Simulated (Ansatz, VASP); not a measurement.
## One calculation of GaP, two programs

The input POSCAR:

```
GaP
1.0
    0.0000000000      2.6977203400      2.6977203400
    2.6977203400      0.0000000000      2.6977203400
    2.6977203400      2.6977203400      0.0000000000
Ga P
1 1
Direct
    0.0000000000      0.0000000000      0.0000000000
    0.2500000000      0.2500000000      0.2500000000
```

File INCAR.step1:

```
  PREC = Accurate
  ENCUT = 520
  ISMEAR = 0
  SIGMA = 0.02
  LREAL = False
  LASPH = True
  NELM = 100
  NBANDS = 16
  GGA = PE
  ALGO = Normal
  EDIFF = 1E-4
  LWAVE = True
  LCHARG = False
```

INCAR.step2

```
  PREC = Accurate
  ENCUT = 520
  EDIFF = 1E-6
  ISMEAR = 0
  SIGMA = 0.02
  LREAL = False
  LASPH = True
  NELM = 100
  ALGO = Normal
  ISIF = 2
  LWAVE = False
  LCHARG = True
  METAGGA = R2SCAN
  LMIXTAU = True
  LELF = True
  LVHAR = True
  NBANDS = 16
  ISTART = 1
```

KPOINTS

```
Automatic mesh
0
Gamma
  8 8 8
```

Input for Ansatz:

```yaml
crystal:
  lattice:
    - [0.0, 2.69772034, 2.69772034]
    - [2.69772034, 0.0, 2.69772034]
    - [2.69772034, 2.69772034, 0.0]
  atoms:
    - { symbol: Ga, position: [0.0, 0.0, 0.0] }
    - { symbol: P, position: [0.25, 0.25, 0.25] }
basis:
  ecutwfc: 500
kpoints:
  mp_grid: { grid: [8, 8, 8] }
hamiltonian:
  xc: r2scan
scf:
  occupations: { method: gaussian, width: 0.02 }
output:
  forces: true
  stress: true
  eigenvalues: true
```

Alike in both runs: task single point; functional r2SCAN; k mesh 8 × 8 × 8; occupations gaussian, width 0.02 eV; no spin polarisation.

|  | VASP | Ansatz |
| --- | --- | --- |
| version | VASP 6.6.1 | Ansatz 0.2.0 |
| potentials or method | VASP PAW PBE potentials, release 64 (Ga_d, P), cutoff 520 eV | scalar-relativistic, plane waves, PAW |
| valence electrons in the cell | 18 | 18 |

|  | VASP | Ansatz | Ansatz less VASP |
| --- | --- | --- | --- |
| gap on the k mesh at the Fermi level (eV) | 1.85 | 1.84 | -0.004 |
| least direct gap on the mesh (eV) | 2.61 | 2.64 | +0.023 |
| pressure (GPa) | 2.9 | 2.9 | +0.04 |

VASP's potentials were made for PBE, not for r2SCAN.
